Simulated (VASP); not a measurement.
Crystal: ScGa3Te.

```xyz
5
Lattice="4.8496 0.0000 0.0000 0.0000 4.8496 0.0000 0.0000 0.0000 4.8496" Properties=species:S:1:pos:R:3 pbc="T T T"
Sc    0.0000    0.0000    0.0000
Ga    2.4248    2.4248    0.0000
Ga    2.4248    0.0000    2.4248
Ga    0.0000    2.4248    2.4248
Te    2.4248    2.4248    2.4248
```

| Quantity | Value |
| --- | --- |
| Program | VASP 6.6.1 |
| Task | relaxation of cell and atoms |
| Functional | PBE |
| Potentials or basis | VASP PAW PBE potentials, release 64 (Sc_sv, Ga_d, Te) |
| Cutoff | 600 eV |
| k mesh | 4 × 4 × 4 |
| Occupations | gaussian, width 0.1 eV |
| Spin | no spin polarisation |

At the start: pressure 17.2 GPa; volume 22.81 Å³/atom.

Task: How do energy, volume and symmetry change on relaxing?

Result: Over 4 steps the energy falls by 283.7 meV/atom and the volume is 29.68 Å³/atom (+30.1 %); space group Pm-3m (No. 221, to 0.05 Å).

The path:
```tsv
step	energy change (eV)	largest force (eV/Å)	pressure (GPa)	volume (Å³)
1	0.0000	0.0000	17.16	114.05
2	-1.3364	0.0000	-2.21	159.32
3	-1.4178	0.0000	0.28	147.15
4	-1.4187	0.0000	-0.04	148.40
```

Final structure:
```yaml
crystal:
  lattice:
    - [5.29433, 0.00000, 0.00000]
    - [0.00000, 5.29433, 0.00000]
    - [0.00000, 0.00000, 5.29433]
  atoms:
    - { symbol: Sc, position: [0.00000, 0.00000, 0.00000] }
    - { symbol: Ga, position: [0.50000, 0.50000, 0.00000] }
    - { symbol: Ga, position: [0.50000, 0.00000, 0.50000] }
    - { symbol: Ga, position: [0.00000, 0.50000, 0.50000] }
    - { symbol: Te, position: [0.50000, 0.50000, 0.50000] }
```

Caveat: the volume moved by over 15 % at a fixed basis, so the end points are rough.
